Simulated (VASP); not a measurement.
Mg, 3 atoms in the cell. The cell holds a slab with vacuum, 3 atoms: a = 3.091 Å, b = 3.091 Å, c = 21.991 Å, α = 90.00°, β = 90.00°, γ = 120.00°. 

* Program: VASP 6.6.1
* Task: single point
* Functional: PBE
* Dispersion: D3(BJ)
* Potentials or basis: VASP PAW PBE potentials, release 64 (Mg)
* Cutoff: 520 eV
* k mesh: 12 × 12 × 1
* Occupations: methfessel-paxton, width 0.1 eV
* Spin: no spin polarisation
* Dipole correction: yes
* Further INCAR settings: ALGO = Normal; EDIFF = 1e-06; NBANDS = 10; NELMDL = -8

Potentials or basis: VASP PAW PBE potentials, release 64 (Mg).

The run is started by

```bash
$ cat potpaw_PBE.64/Mg/POTCAR > POTCAR
$ mpirun -np 1 vasp_std > vasp.out
```

Hardware: 1 thread of Intel Xeon 8259CL (shared host).

Q: How long does it take, and how much memory?

A: Run time: 77 s on 1 thread of Intel Xeon 8259CL (shared host), peak memory 0.3 GiB. Counts: scf iterations 23, k points 19.
